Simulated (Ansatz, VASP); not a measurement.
**Si in VASP and in Ansatz**

```
Si
1.0
    -3.36921    3.36921    1.94768
     3.36921   -3.36921    1.94768
     3.36921    3.36921   -1.94768
Si
4
Direct
  0.82120 0.17880 0.00000
  0.17880 0.82120 0.00000
  0.82120 0.82120 0.64240
  0.17880 0.17880 0.35760
```

Change from the starting cell: volume scaled by 1.04.

Alike in both runs: task single point; functional LDA; k mesh 8 × 8 × 8; occupations fermi-dirac, width 0.05 eV; no spin polarisation.

|  | VASP | Ansatz |
| --- | --- | --- |
| version | VASP 6.6.1 | Ansatz 0.2.0 |
| potentials or method | VASP PAW LDA potentials, release 64 (Si), cutoff 520 eV | all-electron LAPW, scalar-relativistic |

Ansatz gave:

* gap on the k mesh at the Fermi level (eV): 0.15
* least direct gap on the mesh (eV): 0.32
* pressure (GPa): -4.8
* traceless stress, the component that is largest in VASP (GPa): -0.23
* rms of the force components (eV/Å): 0.044

**Question.** Estimate VASP's values.

**Answer.** gap on the k mesh at the Fermi level (eV): 0.15; least direct gap on the mesh (eV): 0.32; pressure (GPa): -4.7; traceless stress, the component that is largest in VASP (GPa): -0.25; rms of the force components (eV/Å): 0.042.

LDA's correlation is that of Perdew and Zunger in VASP and of Perdew and Wang (1992) in Ansatz. Atom by atom the forces differ by 0.002 eV/Å (rms over components). Ansatz ran all-electron here, and VASP with PAW potentials.
